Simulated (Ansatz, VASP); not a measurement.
# Fe in VASP and in Ansatz

Contents of INCAR:

```
SYSTEM = Fe
ALGO = Fast
EDIFF = 1E-6
ENCUT = 520
GGA = PE
ISIF = 2
ISMEAR = 0
ISPIN = 2
LASPH = .TRUE.
LCHARG = .FALSE.
LMAXMIX = 4
LORBIT = 11
LREAL = .FALSE.
LWAVE = .FALSE.
MAGMOM = 2.5 2.5
NBANDS = 19
NELM = 150
PREC = Accurate
SIGMA = 0.05
```

File KPOINTS:

```
k-points
0
G
  16 16 16
  0 0 0
```

POSCAR

```
Fe
1.0
    2.8311865454      0.0000000000      0.0000000000
    0.0000000000      2.8311865454      0.0000000000
    0.0000000000      0.0000000000      2.8311865454
Fe
2
Direct
    0.0000000000      0.0000000000      0.0000000000
    0.5000000000      0.5000000000      0.5000000000
```

Input for Ansatz:

```yaml
crystal:
  lattice:
    - [2.8311865454, 0.0, 0.0]
    - [0.0, 2.8311865454, 0.0]
    - [0.0, 0.0, 2.8311865454]
  atoms:
    - { symbol: Fe, position: [0.0, 0.0, 0.0], spin: 2.5 }
    - { symbol: Fe, position: [0.5, 0.5, 0.5], spin: 2.5 }
basis:
  ecutwfc: 420
  ecutrho_ratio: 4
kpoints:
  mp_grid: { grid: [16, 16, 16] }
hamiltonian:
  xc: pbe
scf:
  occupations: { method: gaussian, width: 0.05 }
  lower_state_search: "off"
output:
  forces: true
  stress: true
  eigenvalues: true
  populations: true
magnetization:
  spin_polarized: true
```

Alike in both runs: task single point; functional PBE; k mesh 16 × 16 × 16; occupations gaussian, width 0.05 eV; collinear spin.

```csv
,VASP,Ansatz
version,VASP 6.6.1,Ansatz 0.2.0
potentials or method,"VASP PAW PBE potentials, release 64 (Fe), cutoff 520 eV","scalar-relativistic, plane waves, PAW"
valence electrons in the cell,16,32
```

```tsv
	VASP	Ansatz	Ansatz less VASP
gap on the k mesh at the Fermi level (eV)	none	none	-
pressure (GPa)	-0.1	0.1	+0.13
net moment per atom (μB)	2.19	2.17	-0.019
size of the moment on the site where the two differ most (μB)	2.19	2.22	+0.031
```

Site moments also hang on the region over which each program counts them. A gap of «none» marks a metal or a gap that the smearing closes. With one functional, cell and mesh, what is left measures potentials, basis and numerics. VASP's potentials hold 16 valence electrons a cell and Ansatz's 32, so a difference there can come from the potentials and not from the codes.
